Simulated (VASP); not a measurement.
PbSe, 2 atoms in the cell. Symmetry: Pm-3m, No. 221, cubic system. The conventional cell has a = 3.768 Å, b = 3.768 Å, c = 3.768 Å, α = 90.00°, β = 90.00°, γ = 90.00°. Pb (site symmetry m-3m) has 8 Se at 3.26 Å and 6 Pb at 3.77 Å within 4.3 Å. Within 4.3 Å of Se (site symmetry m-3m) lie 8 Pb at 3.26 Å and 6 Se at 3.77 Å. 

```yaml
Program: VASP 6.6.1
Task: single point
Functional: r2SCAN
Potentials_or_basis: VASP PAW PBE potentials, release 64 (Pb_d, Se)
Cutoff: 520 eV
k_mesh: 6 × 6 × 6
Occupations: fermi-dirac, width 0.02 eV
Spin: no spin polarisation
Dipole_correction: no
Further_INCAR_settings: ALGO = Normal; EDIFF = 1e-07; NBANDS = 17
```

Potentials or basis: VASP PAW PBE potentials, release 64 (Pb_d, Se).

Command:

```sh
$ cat potpaw_PBE.64/Pb_d/POTCAR potpaw_PBE.64/Se/POTCAR > POTCAR
$ cp INCAR.step1 INCAR
$ mpirun -np 1 vasp_std > vasp.out
$ cp INCAR.step2 INCAR
$ mpirun -np 1 vasp_std > vasp.out
```

Hardware: 1 thread of Intel(R) Xeon(R) Platinum 8259CL CPU @ 2.50GHz (Skylake/Cascade Lake), with other jobs on the host.

**Question.** Estimate the wall time of this run.

**Answer.** Run time: 82 s on 1 thread of Intel(R) Xeon(R) Platinum 8259CL CPU @ 2.50GHz (Skylake/Cascade Lake), on a shared host, peak memory 0.17 GiB. Counts: k points 20.
